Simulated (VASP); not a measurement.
# TaBr3F2 (P-3m1) in VASP: a series of runs, part 2 of 2

VASP 6.6.1. Earlier steps stand in the parts before.

### Step 4. Single point, PBE, collinear spin

This run uses another cell than the first one, of 20.16 Å³/atom.

INCAR reads:

```
SYSTEM = TaBr3F2
ALGO = Normal
EDIFF = 1E-6
ENCUT = 600
GGA = PE
GGA_COMPAT = .False.
ISIF = 2
ISMEAR = 0
ISPIN = 2
LASPH = .True.
LCHARG = .False.
LMAXMIX = 4
LORBIT = 11
LREAL = .False.
LWAVE = .False.
MAGMOM = 1 0 0 0 0 0
NBANDS = 36
NELM = 200
PREC = Accurate
SIGMA = 0.1
```

KPOINTS reads:

```
k-points
0
Gamma
  6 6 2
  0 0 0
```

POSCAR reads:

```
TaBr3F2
1.0
    3.7160694431      0.0000000022      0.0000000000
   -1.8580347235      3.2182105388      0.0000000000
    0.0000000000      0.0000000000     10.1131179165
Ta Br F
1 3 2
Direct
    0.0000000000      0.0000000000      0.0000000000
    0.0000000000      0.0000000000      0.5000000000
    0.6666666667      0.3333333333      0.2250095812
    0.3333333333      0.6666666667      0.7749904188
    0.3333333333      0.6666666667      0.0463096067
    0.6666666667      0.3333333333      0.9536903933
```

Potentials or basis: VASP PAW PBE potentials, release 64 (Ta_pv, Br, F).

Launch:

```console
> cat potpaw_PBE.64/Ta_pv/POTCAR potpaw_PBE.64/Br/POTCAR potpaw_PBE.64/F/POTCAR > POTCAR
> mpirun -np 1 vasp_std > vasp.out
```

OUTCAR:

```text
SYSTEM = TaBr3F2
   EDIFF = 1E-6
   ENCUT = 600
   GGA = PE
   ISIF = 2
   ISMEAR = 0
   ISPIN = 2
   LASPH = .True.
   LORBIT = 11
   LREAL = .False.
   NELM = 200
   PREC = Accurate

 ion  position               nearest neighbor table
   1  0.000  0.000  0.000-   5 2.20   6 2.20   5 2.20   6 2.20   6 2.20   5 2.20   3 3.13   4 3.13
                             4 3.13   3 3.13   4 3.13   3 3.13
   2  0.000  0.000  0.500-
   3  0.667  0.333  0.225-   1 3.13   1 3.13   1 3.13
   4  0.333  0.667  0.775-   1 3.13   1 3.13   1 3.13
   5  0.333  0.667  0.046-   1 2.20   1 2.20   1 2.20
   6  0.667  0.333  0.954-   1 2.20   1 2.20   1 2.20

  LATTYP: Found a hexagonal cell.
 ALAT       =     3.7160694431
 C/A-ratio  =     2.7214555786

  Lattice vectors:

 A1 = (   3.7160694431,   0.0000000022,   0.0000000000)
 A2 = (  -1.8580347235,   3.2182105388,   0.0000000000)
 A3 = (   0.0000000000,   0.0000000000,  10.1131179165)

Analysis of symmetry for initial positions (statically):
=====================================================================
 Subroutine PRICEL returns:
 Original cell was already a primitive cell.

 Routine SETGRP: Setting up the symmetry group for a
 hexagonal supercell.

 Subroutine GETGRP returns: Found 12 space group operations
 (whereof 12 operations were pure point group operations)
 out of a pool of 24 trial point group operations.

The static configuration has the point symmetry D_3d.

Analysis of symmetry for dynamics (positions and initial velocities):
=====================================================================
 Subroutine PRICEL returns:
 Original cell was already a primitive cell.

 Routine SETGRP: Setting up the symmetry group for a
 hexagonal supercell.

 Subroutine GETGRP returns: Found 12 space group operations
 (whereof 12 operations were pure point group operations)
 out of a pool of 24 trial point group operations.

The dynamic configuration has the point symmetry D_3d.

Analysis of structural, dynamic, and magnetic symmetry:
=====================================================================
 Subroutine PRICEL returns:
 Original cell was already a primitive cell.

 Routine SETGRP: Setting up the symmetry group for a
 hexagonal supercell.

 Subroutine GETGRP returns: Found 12 space group operations
 (whereof 12 operations were pure point group operations)
 out of a pool of 24 trial point group operations.

The overall configuration has the point symmetry D_3d.

 Subroutine INISYM returns: Found 12 space group operations
 (whereof 12 operations are pure point group operations),
 and found     1 'primitive' translations

----------------------------------------------------------------------------------------

                                     Primitive cell

  volume of cell :     120.9437

  direct lattice vectors                    reciprocal lattice vectors
     3.716069443  0.000000002  0.000000000     0.269101537  0.155365845  0.000000000
    -1.858034724  3.218210539  0.000000000    -0.000000000  0.310731690  0.000000000
     0.000000000  0.000000000 10.113117917     0.000000000  0.000000000  0.098881473

  length of vectors
     3.716069443  3.716069443 10.113117917     0.310731690  0.310731690  0.098881473

  position of ions in fractional coordinates (direct lattice)
     0.000000000  0.000000000  0.000000000
     0.000000000  0.000000000  0.500000000
     0.666666667  0.333333333  0.225009581
[... 83 lines left out ...]
   PSTRESS=    0.0 pullay stress
   NELECT =      46.0000    total number of electrons
   NUPDOWN=      -1.0000    fix difference up-down
   EMIN   =  10.00;   EMAX   =-10.00  energy-range for DOS
   EFERMI =   0.00;   METHOD = LEGACY
   ISMEAR =     0;   SIGMA  =   0.10  broadening in eV -4-tet -1-fermi 0-gaus
   EFERMI_NEDOS =   21; number of points for ismear=-14 and -15
   IALGO  =     38    algorithm
   IMIX   =      4    mixing-type and parameters
     AMIX     =   0.40;   BMIX     =  1.00
     AMIX_MAG =   1.60;   BMIX_MAG =  1.00
  volume/ion in A,a.u.               =      20.16       136.03
  Fermi-wavevector in a.u.,A,eV,Ry     =   1.186132  2.241464 19.142158  1.406909
  Thomas-Fermi vector in A             =   2.322311
   LORBIT       =     11    0 simple, 1 ext, 2 COOP (PROOUT), +10 PAW based schemes
   GGA     = PE    functional components
   LHFCALC =     F    Hartree Fock is set to
   AEXX    =    0.0000 exact exchange contribution
   IVDW    =     0    specifies the selected vdW correction
   LEPSILON=     F    determine dielectric tensor
   LRPA    =     F    only Hartree local field effects (RPA)
 spin polarized calculation
 Gauss-broadening in eV      SIGMA  =   0.10
  energy-cutoff  :      600.00
  volume of cell :      120.94
 maximum number of plane-waves:      4060
 NGX is ok and might be reduce to    30
   NGX = 15   NGY = 15   NGZ = 41

 number of electron      46.0000009 magnetization      -0.0039814

 number of electron      46.0000009 magnetization       0.0625344

 Free energy of the ion-electron system (eV)
  ---------------------------------------------------
  ext. energy  EPLUGINS =         0.00000000
  ---------------------------------------------------
  free energy    TOTEN  =       -25.60792722 eV

  energy without entropy =      -25.58481438  energy(sigma->0) =      -25.59637080

 E-fermi :   2.6866     XC(G=0):  -9.6224

 val. band max:        2.6535610301   @ k =   0.1667  -0.0000   0.5000
 cond. band min:       2.7013499706   @ k =   0.1667   0.1667   0.0000
 fundamental gap:      0.0477889405
 Fermi energy:         2.6866380770

 spin component 1

 k-point     1 :       0.0000    0.0000    0.0000
  band No.  band energies     occupation
      1     -35.1196      1.00000
      2     -35.1196      1.00000
      3     -34.8382      1.00000
      4     -24.7837      1.00000
      5     -23.2172      1.00000
      6     -12.5594      1.00000
[... 521 lines left out ...]
     34      12.8538      0.00000
     35      12.8538      0.00000
 Fermi energy:         2.6866380770

 spin component 2

 k-point     1 :       0.0000    0.0000    0.0000
  band No.  band energies     occupation
      1     -34.8087      1.00000
      2     -34.8087      1.00000
      3     -34.4413      1.00000
      4     -24.7840      1.00000
      5     -23.2258      1.00000
      6     -12.5645      1.00000
[... 521 lines left out ...]
     34      12.8692      0.00000
     35      12.8692      0.00000
 [bands above 35 left out]

------------------------ aborting loop because EDIFF is reached ----------------------------------------

  FORCE on cell =-STRESS in cart. coord.  units (eV):
  Direction    XX          YY          ZZ          XY          YZ          ZX
  --------------------------------------------------------------------------------------
  -------------------------------------------------------------------------------------
  Total        0.1718229      0.1718229      0.4791177     -0.0000000      0.0000000      0.0000000
  in kB        2.2761883      2.2761883      6.3470134     -0.0000000      0.0000000      0.0000000
  external PRESSURE =       3.6331300 kB  Pullay stress =       0.0000000 kB

 VOLUME and BASIS-vectors are now :
 -----------------------------------------------------------------------------
  energy-cutoff  :      600.00
  volume of cell :      120.94
      direct lattice vectors                 reciprocal lattice vectors
     3.716069443  0.000000002  0.000000000     0.269101537  0.155365845  0.000000000
    -1.858034724  3.218210539  0.000000000    -0.000000000  0.310731690  0.000000000
     0.000000000  0.000000000 10.113117917     0.000000000  0.000000000  0.098881473

 POSITION                                       TOTAL-FORCE (eV/Angst)
 -----------------------------------------------------------------------------------
      0.00000      0.00000      0.00000         0.000000      0.000000      0.000000
      0.00000      0.00000      5.05656         0.000000      0.000000      0.000000
      1.85803      1.07274      2.27555         0.000000      0.000000      0.023957
     -0.00000      2.14547      7.83757        -0.000000      0.000000     -0.023957
     -0.00000      2.14547      0.46833        -0.000000     -0.000000     -0.004620
      1.85803      1.07274      9.64478        -0.000000     -0.000000      0.004620
 -----------------------------------------------------------------------------------
    total drift:                                0.000000      0.000000     -0.000000

  FREE ENERGIE OF THE ION-ELECTRON SYSTEM (eV)
  ---------------------------------------------------
  free  energy   TOTEN  =       -25.6079272176 eV

  energy  without entropy=      -25.5848143841  energy(sigma->0) =      -25.59637080

 total charge

# of ion       s       p       d       tot
------------------------------------------
    1        0.217   6.105   2.006   8.328
    2        1.631   3.083   0.006   4.720
    3        1.635   3.130   0.020   4.785
    4        1.635   3.130   0.020   4.785
    5        1.745   4.384   0.000   6.128
    6        1.745   4.384   0.000   6.128
--------------------------------------------------
tot          8.607  24.217   2.051  34.875

 magnetization (x)

# of ion       s       p       d       tot
------------------------------------------
    1        0.010   0.003   0.488   0.501
    2       -0.014  -0.388  -0.000  -0.403
    3        0.001  -0.009   0.002  -0.007
    4        0.001  -0.009   0.002  -0.007
    5        0.000  -0.006   0.000  -0.005
    6        0.000  -0.006   0.000  -0.005
--------------------------------------------------
tot         -0.002  -0.415   0.491   0.075
```

Wall time 11 min (1 thread of Intel Xeon Platinum 8488C (Sapphire Rapids), shared host); peak memory 0.41 GiB.

What came out:

| Property | Result |
| --- | --- |
| Free energy | -25.6079 eV |
| Pressure | 0.4 GPa |
| Largest force | 0.024 eV/Å |
| Net moment | 0.06 μB per cell |
| Site moments | Ta +0.50; Br -0.40, -0.01 (each value once); F -0.01 μB |
| Valence electrons inside the program's atomic spheres | Ta 8.33; Br 4.72, 4.79 (each value once); F 6.13 |

Forces in eV/Å, atoms in the order of the input:
```
Ta   0.000  0.000  0.000
Br   0.000  0.000  0.000
Br   0.000  0.000  0.024
Br   0.000  0.000 -0.024
F    0.000  0.000 -0.005
F    0.000  0.000  0.005
```

Caveat: spin-orbit coupling is left out, which moves the levels of the heavy elements.

### Step 5. Summary

```tsv
spin	cell	k mesh	gap on the mesh (eV)	pressure (GPa)	largest force (eV/Å)
off	a = 4.850, b = 4.850, c = 7.816 Å, angles 90.0, 90.0, 120.0°, 6 atoms, atomic positions A	6 × 6 × 2	none	-7.1	1.39
off	a = 3.715, b = 3.715, c = 10.093 Å, angles 90.0, 90.0, 120.0°, 6 atoms, atomic positions B	12 × 12 × 4	none	0.0	0.01
collinear	a = 3.716, b = 3.716, c = 10.113 Å, angles 90.0, 90.0, 120.0°, 6 atoms, atomic positions B	6 × 6 × 2	none	0.4	0.02
```

Alike in all rows: task single point; level PBE; potentials or basis VASP PAW PBE potentials, release 64 (Ta_pv, Br, F); cutoff (eV) 600; smearing gaussian 0.1 eV.

Caveats: some runs use coarse meshes; spin-orbit coupling is left out, which moves the levels of the heavy elements; forces of over 1 eV/Å act on the atoms, so gaps and moduli don't describe the material at rest (at least some runs).

Absolute energies hang on the potentials; compare differences alone.
